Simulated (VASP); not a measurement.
A run of VASP 6.6.1 is set up as follows.

File INCAR:

```
SYSTEM = B
  PREC = Accurate
  ENCUT = 520
  EDIFF = 1E-6
  ISMEAR = 0
  SIGMA = 0.1
  LREAL = .FALSE.
  LASPH = .TRUE.
  NELM = 80
  ALGO = Normal
  ISIF = 2
  LWAVE = .FALSE.
  LCHARG = .FALSE.
  GGA = PS
  NBANDS = 14
```

Contents of KPOINTS:

```
Automatic mesh
0
G
  9 9 4
  0 0 0
```

Contents of POSCAR:

```
B
1.0
    2.0958357340      0.0000000000      0.0000000000
   -1.0479178670      1.8150469878      0.0000000000
    0.0000000000      0.0000000000      6.2217865572
B
4
Direct
    0.0000000000      0.0000000000      0.0000000000
    0.0000000000      0.0000000000      0.5000000000
    0.3333333333      0.6666666667      0.7500000000
    0.6666666667      0.3333333333      0.2500000000
```

Potentials or basis: VASP PAW PBE potentials, release 64 (B).

The run is started by

```console
$ cat potpaw_PBE.64/B/POTCAR > POTCAR
$ mpirun -np 1 vasp_std > vasp.out
```

Task: What does it give for the band gap on the k mesh?

Result: Zero (band 6 reaches 19.48 eV, above the bottom of band 7 at 8.09 eV).

Task: What does it give for the pressure?

Result: 0.4 GPa.

Caveat: the k points lie up to 0.38 Å⁻¹ apart; the PAW data sets were made with another functional, which shifts forces and pressure a little.
